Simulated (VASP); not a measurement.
Input of a VASP 6.6.1 run:

The input INCAR:

```
PREC = Accurate ; ENCUT = 520
EDIFF = 1E-7 ; ISMEAR = -1
SIGMA = 0.02 ; LREAL = F
LASPH = T ; NELM = 80
ALGO = Normal ; ISIF = 2
LWAVE = F ; LCHARG = F
GGA = PE ; NBANDS = 21
```

The input KPOINTS:

```
Automatic mesh
0
Gamma
  9 9 4
```

File POSCAR:

```
Si
1.0
    0.0000000000      2.7354715901     -2.7354715901
   -2.7354715901      0.0000000000      2.7354715901
    5.4709431802      5.4709431802      5.4709431802
Si
6
Direct
    0.3333333330      0.6666666670      0.2083333330
    0.6666666670      0.3333333330      0.5416666670
    0.0000000000      0.0000000000      0.8750000000
    0.0000000000      0.0000000000      0.1250000000
    0.3333333330      0.6666666670      0.4583333330
    0.6666666670      0.3333333330      0.7916666670
```

Potentials or basis: VASP PAW PBE potentials, release 64 (Si).

Launch:

```console
$ cat potpaw_PBE.64/Si/POTCAR > POTCAR
$ mpirun -np 1 vasp_std > vasp.out
```

Predict the band gap on the k mesh.

0.71 eV.

Estimate the pressure.

-0.1 GPa.

A k mesh can miss the band edges. As with any semilocal functional, this PBE gap is likely too small.
